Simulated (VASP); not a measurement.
# Re (P-3m1) in VASP: further runs, part 2 of 2

VASP 6.6.1.

## 3. Single point, PBE (atoms displaced along a vibrational mode, the cell strained)

The input, INCAR:

```
SYSTEM = Re
PREC     = Accurate       ! precision mode
ENCUT    = 520            ! plane-wave cutoff, eV
EDIFF    = 1E-6           ! SCF threshold, eV
ISMEAR   = 0              ! smearing method
SIGMA    = 0.15           ! smearing width, eV
LREAL    = .False.        ! projectors in reciprocal space
LASPH    = .True.         ! aspherical terms in the spheres
NELM     = 100            ! most SCF steps
ALGO     = Fast           ! electronic algorithm
ISIF     = 2              ! what is computed and relaxed
LWAVE    = .False.        ! write WAVECAR
LCHARG   = .True.         ! write CHGCAR
GGA      = PE             ! functional
LELF     = .True.         ! ELF
LVHAR    = .True.       
NBANDS   = 14             ! bands
```

The input, KPOINTS:

```
Automatic mesh
0
Gamma
  18 18 10
  0 0 0
```

The input, POSCAR:

```
Re
1.0
    2.8117293136      0.0000000000      0.0000000000
   -1.4058646568      2.4350290142      0.0000000000
    0.0000000000      0.0000000000      4.4842238099
Re
2
Direct
    0.3333333333      0.6666666667      0.1958100197
    0.6666666667      0.3333333333      0.8041899803
```

Potentials or basis: VASP PAW PBE potentials, release 64 (Re).

Run with:

```sh
> cat potpaw_PBE.64/Re/POTCAR > POTCAR
> mpirun -np 1 vasp_std > vasp.out
```

OUTCAR:

```text
SYSTEM = Re
   PREC = Accurate
   ENCUT = 520
   EDIFF = 1E-6
   ISMEAR = 0
   LREAL = .False.
   LASPH = .True.
   NELM = 100
   ISIF = 2
   GGA = PE

 ion  position               nearest neighbor table
   1  0.333  0.667  0.196-   2 2.39   2 2.39   2 2.39   2 3.17   2 3.17   2 3.17
   2  0.667  0.333  0.804-   1 2.39   1 2.39   1 2.39   1 3.17   1 3.17   1 3.17

  LATTYP: Found a hexagonal cell.
 ALAT       =     2.8117293136
 C/A-ratio  =     1.5948277056

  Lattice vectors:

 A1 = (   2.8117293136,   0.0000000000,   0.0000000000)
 A2 = (  -1.4058646568,   2.4350290142,   0.0000000000)
 A3 = (   0.0000000000,   0.0000000000,   4.4842238099)

Analysis of symmetry for initial positions (statically):
=====================================================================
 Subroutine PRICEL returns:
 Original cell was already a primitive cell.

 Routine SETGRP: Setting up the symmetry group for a
 hexagonal supercell.

 Subroutine GETGRP returns: Found 12 space group operations
 (whereof 12 operations were pure point group operations)
 out of a pool of 24 trial point group operations.

The static configuration has the point symmetry D_3d.

[... 176 lines left out ...]
      6       4.9933      2.00000
      7       5.9285      2.00000
      8       8.6871      0.00000
      9       8.6871      0.00000
     10      10.1705      0.00000
     11      11.6105      0.00000
     12      11.6105      0.00000
     13      14.3031      0.00000
     14      20.9320      0.00000
[... 377 lines left out ...]
      1       1.0665      2.00000
      2       1.9599      2.00000
      3       2.6254      2.00000
      4       4.5450      2.00000
      5       5.3809      2.00000
      6       6.2143      2.00000
      7       7.6769      0.52702
      8      10.4262      0.00000
      9      10.7304      0.00000
     10      11.7467      0.00000
     11      12.6571      0.00000
     12      15.0484      0.00000
     13      16.6134      0.00000
     14      17.8004      0.00000

 [... further k-points ...]

------------------------ aborting loop because EDIFF is reached ----------------------------------------

  FORCE on cell =-STRESS in cart. coord.  units (eV):
  Direction    XX          YY          ZZ          XY          YZ          ZX
  --------------------------------------------------------------------------------------
  -------------------------------------------------------------------------------------
  Total        4.5000519      4.5000519      7.7201369      0.0000000      0.0000000      0.0000000
  in kB      234.8351917    234.8351917    402.8753108      0.0000000      0.0000000      0.0000000
  external PRESSURE =     290.8485647 kB  Pullay stress =       0.0000000 kB

 VOLUME and BASIS-vectors are now :
 -----------------------------------------------------------------------------
  energy-cutoff  :      520.00
  volume of cell :       30.70
      direct lattice vectors                 reciprocal lattice vectors
     2.811729314  0.000000000  0.000000000     0.355653012  0.205336362  0.000000000
    -1.405864657  2.435029014  0.000000000     0.000000000  0.410672725  0.000000000
     0.000000000  0.000000000  4.484223810     0.000000000  0.000000000  0.223004034

 POSITION                                       TOTAL-FORCE (eV/Angst)
 -----------------------------------------------------------------------------------
     -0.00000      1.62335      0.87806         0.000000     -0.000000      7.008779
      1.40586      0.81168      3.60617        -0.000000      0.000000     -7.008779
 -----------------------------------------------------------------------------------
    total drift:                               -0.000000      0.000000      0.000000

  FREE ENERGIE OF THE ION-ELECTRON SYSTEM (eV)
  ---------------------------------------------------
  free  energy   TOTEN  =       -23.5737891694 eV

  energy  without entropy=      -23.5555885729  energy(sigma->0) =      -23.56468887
```

OSZICAR:

```text
N       E                     dE             d eps       ncg     rms          rms(c)
DAV:   1     0.230740535443E+02    0.23074E+02   -0.67859E+03 18456   0.124E+03
DAV:   2    -0.237508026789E+02   -0.46825E+02   -0.41370E+02 15102   0.283E+02
DAV:   3    -0.248276624565E+02   -0.10769E+01   -0.10528E+01 14336   0.440E+01
DAV:   4    -0.248396688002E+02   -0.12006E-01   -0.11995E-01 14532   0.342E+00
DAV:   5    -0.248399390768E+02   -0.27028E-03   -0.27025E-03 14210   0.863E-01    0.472E+01
RMM:   6    -0.238548856086E+02    0.98505E+00   -0.17165E-01 10403   0.179E+01    0.205E+01
RMM:   7    -0.235947803721E+02    0.26011E+00   -0.27356E+00 13887   0.211E+01    0.107E+00
RMM:   8    -0.235819992889E+02    0.12781E-01   -0.10367E-01 13802   0.430E+00    0.853E-01
RMM:   9    -0.235761756248E+02    0.58237E-02   -0.12738E-02 13962   0.123E+00    0.373E-01
RMM:  10    -0.235735296155E+02    0.26460E-02   -0.27334E-03 11184   0.152E+00    0.189E-01
RMM:  11    -0.235737752272E+02   -0.24561E-03   -0.39714E-03 14310   0.409E-01    0.190E-02
RMM:  12    -0.235737914745E+02   -0.16247E-04   -0.20440E-04 14232   0.100E-01    0.198E-02
RMM:  13    -0.235737901864E+02    0.12880E-05   -0.17971E-05 12583   0.376E-02    0.159E-02
RMM:  14    -0.235737889957E+02    0.11907E-05   -0.27173E-06  8494   0.407E-02    0.430E-03
RMM:  15    -0.235737891694E+02   -0.17371E-06   -0.69217E-07  7901   0.508E-02
   1 F= -.23573789E+02 E0= -.23564689E+02  d E =-.182006E-01
```

Wall time 3.3 min (1 thread of Oxide Virtual Turin-like, shared host); peak memory 0.22 GiB.

What came out:

```yaml
Free_energy: -23.5738 eV
Pressure: 29.1 GPa
Largest_force: 7.009 eV/Å
Band_gap_on_the_k_mesh: zero (bands 7 and 8 overlap by 2.64 eV)
```

Forces on the atoms (eV/Å):
```
Re   0.000  0.000  7.009
Re   0.000  0.000 -7.009
```

Levels at points of the mesh, in eV from the Fermi level:
```
           k point  band 4  band 5  band 6  band 7  band 8  band 9  band 10  band 11
(0.00, 0.00, 0.00)   -2.74   -2.62   -2.62   -1.68    1.08    1.08     2.56     4.00
(0.50, 0.00, 0.00)   -2.90   -1.75   -1.23    0.21    2.94    3.45     5.02     5.39
(0.00, 0.00, 0.50)   -2.89   -2.89   -2.85   -2.85    0.73    1.93     1.93     3.95
(0.50, 0.00, 0.50)   -2.39   -2.18    0.75    1.15    2.07    2.30     3.03     4.29
```

Caveat: the cell differs from its parent crystal (atoms displaced along a vibrational mode, the cell strained); the stress differs along the axes, from 23 to 40 GPa; spin-orbit coupling is left out, which moves the levels of the heavy elements; forces of over 1 eV/Å act on the atoms, so gaps and moduli don't describe the material at rest.

## 4. Single point, PBE (atoms displaced along a vibrational mode, the cell strained)

The input, INCAR:

```
ALGO = Normal ; EDIFF = 1E-6
ENCUT = 520 ; GGA = PE
ISIF = 2 ; ISMEAR = 0
LASPH = T ; LCHARG = F
LREAL = F ; LWAVE = F
NBANDS = 14 ; NELM = 100
PREC = Accurate ; SIGMA = 0.15
```

The input, KPOINTS:

```
k-points
0
Gamma
  18 18 10
```

The input, POSCAR:

```
Re
1.0
    2.8117293136      0.0000000000      0.0000000000
   -1.4058646568      2.4350290142      0.0000000000
    0.0000000000      0.0000000000      4.4842238099
Re
2
Direct
    0.3333333333      0.6666666667      0.2174860118
    0.6666666667      0.3333333333      0.7825139882
```

Run with:

```sh
> cat potpaw_PBE.64/Re/POTCAR > POTCAR
> mpirun -np 1 vasp_std > vasp.out
```

Run time: 2.6 min. Hardware: 1 thread of Oxide Virtual Turin-like, shared host; peak memory 0.22 GiB.

The run converged. Its results:

- Free energy: -24.5328 eV
- Pressure: 3.5 GPa
- Largest force: 3.032 eV/Å
- Band gap on the k mesh: zero (bands 7 and 8 overlap by 2.73 eV)

Forces on the atoms (eV/Å):
```
Re   0.000  0.000  3.032
Re   0.000  0.000 -3.032
```

Stress tensor (GPa, compression positive):
```
-1.22  0.00  0.00
 0.00 -1.22  0.00
 0.00  0.00 12.88
```

Levels at points of the mesh, in eV from the Fermi level:
```tsv
k point	band 3	band 4	band 5	band 6	band 7	band 8	band 9	band 10	band 11	band 12
(0.00, 0.00, 0.00)	-1.78	-1.78	-1.37	-1.37	-1.34	0.75	0.75	1.55	3.65	3.65
(0.50, 0.00, 0.00)	-4.80	-2.11	-1.58	-1.01	-0.10	3.55	3.97	4.76	5.75	6.82
(0.00, 0.00, 0.50)	-3.29	-1.96	-1.96	-1.86	-1.86	-0.41	2.09	2.09	3.41	3.41
(0.50, 0.00, 0.50)	-4.51	-2.79	-0.93	0.95	1.13	1.71	3.49	3.70	4.27	5.39
```

Caveat: the cell differs from its parent crystal (atoms displaced along a vibrational mode, the cell strained); the stress differs along the axes, from -1 to 13 GPa; spin-orbit coupling is left out, which moves the levels of the heavy elements; forces of over 1 eV/Å act on the atoms, so gaps and moduli don't describe the material at rest.

## 5. Single point, PBE (atoms displaced along a vibrational mode, the cell strained)

The input, INCAR:

```
  ALGO = Normal
  EDIFF = 1E-7
  ENCUT = 520
  GGA = PE
  ISIF = 2
  ISMEAR = 0
  LASPH = T
  LCHARG = T
  LELF = T
  LREAL = F
  LVHAR = T
  LWAVE = F
  NBANDS = 14
  NELM = 100
  PREC = Accurate
  SIGMA = 0.15
```

KPOINTS is that of step 4.

The input, POSCAR:

```
Re
1.0
    2.8117293136      0.0000000000      0.0000000000
   -1.4058646568      2.4350290142      0.0000000000
    0.0000000000      0.0000000000      4.4842238099
Re
2
Direct
    0.3333333333      0.6666666667      0.2283240079
    0.6666666667      0.3333333333      0.7716759921
```

Potentials or basis: VASP PAW PBE potentials, release 64 (Re).

Run with:

```sh
> cat potpaw_PBE.64/Re/POTCAR > POTCAR
> mpirun -np 1 vasp_std > vasp.out
```

OUTCAR:

```text
EDIFF = 1E-7
   ENCUT = 520
   GGA = PE
   ISIF = 2
   ISMEAR = 0
   LASPH = T
   LREAL = F
   NELM = 100
   PREC = Accurate

 ion  position               nearest neighbor table
   1  0.333  0.667  0.228-   2 2.61   2 2.61   2 2.61   2 2.93   2 2.93   2 2.93
   2  0.667  0.333  0.772-   1 2.61   1 2.61   1 2.61   1 2.93   1 2.93   1 2.93

  LATTYP: Found a hexagonal cell.
 ALAT       =     2.8117293136
 C/A-ratio  =     1.5948277056

  Lattice vectors:

 A1 = (   2.8117293136,   0.0000000000,   0.0000000000)
 A2 = (  -1.4058646568,   2.4350290142,   0.0000000000)
 A3 = (   0.0000000000,   0.0000000000,   4.4842238099)

Analysis of symmetry for initial positions (statically):
=====================================================================
 Subroutine PRICEL returns:
 Original cell was already a primitive cell.

 Routine SETGRP: Setting up the symmetry group for a
 hexagonal supercell.

 Subroutine GETGRP returns: Found 12 space group operations
 (whereof 12 operations were pure point group operations)
 out of a pool of 24 trial point group operations.

[... 174 lines left out ...]
      3       5.7264      2.00000
      4       5.7264      2.00000
      5       6.0011      2.00000
      6       6.3007      2.00000
      7       6.3007      2.00000
      8       7.7845      0.00000
      9       7.7845      0.00000
     10       8.4217      0.00000
     11      10.7307      0.00000
     12      10.7307      0.00000
     13      16.3548      0.00000
     14      21.3128      0.00000
[... 377 lines left out ...]
      1       1.9186      2.00000
      2       2.0707      2.00000
      3       2.6074      2.00000
      4       5.0241      2.00000
      5       5.3769      2.00000
      6       6.1756      2.00000
      7       6.9699      1.99666
      8      10.4578      0.00000
      9      10.8210      0.00000
     10      11.4386      0.00000
     11      12.6012      0.00000
     12      15.2040      0.00000
     13      16.9693      0.00000
     14      18.0123      0.00000

 [... further k-points ...]

------------------------ aborting loop because EDIFF is reached ----------------------------------------

  FORCE on cell =-STRESS in cart. coord.  units (eV):
  Direction    XX          YY          ZZ          XY          YZ          ZX
  --------------------------------------------------------------------------------------
  -------------------------------------------------------------------------------------
  Total       -1.4001753     -1.4001753      0.4349008      0.0000000      0.0000000      0.0000000
  in kB      -73.0681400    -73.0681400     22.6952960      0.0000000      0.0000000      0.0000000
  external PRESSURE =     -41.1469947 kB  Pullay stress =       0.0000000 kB

 VOLUME and BASIS-vectors are now :
 -----------------------------------------------------------------------------
  energy-cutoff  :      520.00
  volume of cell :       30.70
      direct lattice vectors                 reciprocal lattice vectors
     2.811729314  0.000000000  0.000000000     0.355653012  0.205336362  0.000000000
    -1.405864657  2.435029014  0.000000000     0.000000000  0.410672725  0.000000000
     0.000000000  0.000000000  4.484223810     0.000000000  0.000000000  0.223004034

 POSITION                                       TOTAL-FORCE (eV/Angst)
 -----------------------------------------------------------------------------------
     -0.00000      1.62335      1.02386         0.000000     -0.000000      1.398525
      1.40586      0.81168      3.46037        -0.000000      0.000000     -1.398525
 -----------------------------------------------------------------------------------
    total drift:                                0.000000     -0.000000      0.000000

  FREE ENERGIE OF THE ION-ELECTRON SYSTEM (eV)
  ---------------------------------------------------
  free  energy   TOTEN  =       -24.7454192997 eV

  energy  without entropy=      -24.7305661802  energy(sigma->0) =      -24.73799274
```

stdout:

```text
POSCAR found type information on POSCAR Re
 POSCAR found :  1 types and       2 ions
 scaLAPACK will be used
 LDA part: xc-table for (Slater+PW92), standard interpolation
 POSCAR, INCAR and KPOINTS ok, starting setup
 FFT: planning ... GRIDC
 FFT: planning ... GRID_SOFT
 FFT: planning ... GRID
 WAVECAR not read
 entering main loop
```

It took 3 min on 1 thread of Oxide Virtual Turin-like, shared host; peak memory 0.22 GiB.

What came out:

```
Free energy            : -24.7454 eV
Pressure               : -4.1 GPa
Largest force          : 1.399 eV/Å
Band gap on the k mesh : zero (bands 7 and 8 overlap by 2.85 eV)
```

Forces on the atoms (eV/Å):
```
Re   0.000  0.000  1.399
Re   0.000  0.000 -1.399
```

Stress tensor (GPa, compression positive):
```
-7.31  0.00  0.00
 0.00 -7.31  0.00
 0.00  0.00  2.27
```

Caveat: the cell differs from its parent crystal (atoms displaced along a vibrational mode, the cell strained); the stress differs along the axes, from -7 to 2 GPa; spin-orbit coupling is left out, which moves the levels of the heavy elements; forces of over 1 eV/Å act on the atoms, so gaps and moduli don't describe the material at rest.

## 6. Summary

| cell | gap on the mesh (eV) | pressure (GPa) | largest force (eV/Å) |
| --- | --- | --- | --- |
| a = 2.775, b = 2.775, c = 4.484 Å, angles 90.0, 90.0, 120.0°, 2 atoms, atomic positions A | none | 5.4 | 1.62 |
| a = 2.812, b = 2.812, c = 4.484 Å, angles 90.0, 90.0, 120.0°, 2 atoms, atomic positions B | none | 29.1 | 7.01 |
| a = 2.812, b = 2.812, c = 4.484 Å, angles 90.0, 90.0, 120.0°, 2 atoms, atomic positions C | none | 3.5 | 3.03 |
| a = 2.812, b = 2.812, c = 4.484 Å, angles 90.0, 90.0, 120.0°, 2 atoms, atomic positions A | none | -4.1 | 1.40 |

Alike in all rows: task single point; level PBE; potentials or basis VASP PAW PBE potentials, release 64 (Re); no spin polarisation; k mesh 18 × 18 × 10; cutoff (eV) 520; smearing gaussian 0.15 eV.

Caveats: spin-orbit coupling is left out, which moves the levels of the heavy elements; forces of over 1 eV/Å act on the atoms, so gaps and moduli don't describe the material at rest; the cell stands under pressure (at least some runs); the stress differs along the axes, from 23 to 40 GPa (at least some runs); the stress differs along the axes, from -1 to 13 GPa (at least some runs); the stress differs along the axes, from -7 to 2 GPa (at least some runs).

Absolute energies hang on the potentials; compare differences alone.
